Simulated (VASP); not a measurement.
Input of a VASP 6.6.1 run:

Contents of INCAR:

```
SYSTEM = MgSe
ALGO = Normal ; EDIFF = 1E-7
EDIFFG = -0.002 ; ENCUT = 600
GGA = PE ; GGA_COMPAT = .False.
IBRION = 2 ; ISIF = 3
ISMEAR = 0 ; IVDW = 12
LASPH = .True. ; LCHARG = .False.
LREAL = .False. ; LWAVE = .False.
NELM = 120 ; NELMIN = 4
NSW = 100 ; PREC = Accurate
SIGMA = 0.02
```

Contents of KPOINTS:

```
k-points
0
Gamma
  8 8 8
  0 0 0
```

File POSCAR:

```
MgSe
1.0
    0.0000000000      2.7250000000      2.7250000000
    2.7250000000      0.0000000000      2.7250000000
    2.7250000000      2.7250000000      0.0000000000
Mg Se
1 1
Direct
    0.0000000000      0.0000000000      0.0000000000
    0.5000000000      0.5000000000      0.5000000000
```

Potentials or basis: VASP PAW PBE potentials, release 64 (Mg, Se).

The run is started by

```bash
$ cat potpaw_PBE.64/Mg/POTCAR potpaw_PBE.64/Se/POTCAR > POTCAR
$ mpirun -np 1 vasp_std > vasp.out
```

What does it give for the relaxed volume?

19.91 Å³/atom.

What does it give for the dispersion energy per atom?

-0.380 eV.

What does it give for the relaxed cell?

a = 3.833 Å, b = 3.833 Å, c = 3.833 Å, α = 60.00°, β = 60.00°, γ = 60.00°.

Final structure:
```
Mg Se
1.0
     0.00000    2.71028    2.71028
     2.71028    0.00000    2.71028
     2.71028    2.71028    0.00000
Mg Se
1 1
Cartesian
  0.0000 0.0000 0.0000
  2.7103 2.7103 2.7103
```
